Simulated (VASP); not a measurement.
The system is RbCl.

```xyz
2
Lattice="0.0000 3.3069 3.3069 3.3069 0.0000 3.3069 3.3069 3.3069 0.0000" Properties=species:S:1:pos:R:3 pbc="T T T"
Rb    3.3069    3.3069    3.3069
Cl    0.0000    0.0000    0.0000
```

Base run:

```yaml
Program: VASP 6.6.1
Functional: RPBE
Potentials_or_basis: VASP PAW PBE potentials, release 64 (Rb_sv, Cl)
Cutoff: 500 eV
k_mesh: 6 × 6 × 6
Occupations: gaussian, width 0.05 eV
Spin: no spin polarisation
```

Its results: band gap on the k mesh 5.29 eV; pressure 2.0 GPa.

**Question.** The run is repeated on the same cell with these changes: functional from RPBE to r2SCAN; cutoff from 500 eV to 550 eV. What comes out?

**Answer.** Band gap on the k mesh 5.55 eV; pressure 0.0 GPa.

Caveats: the PAW data sets were made with another functional, which shifts forces and pressure a little.

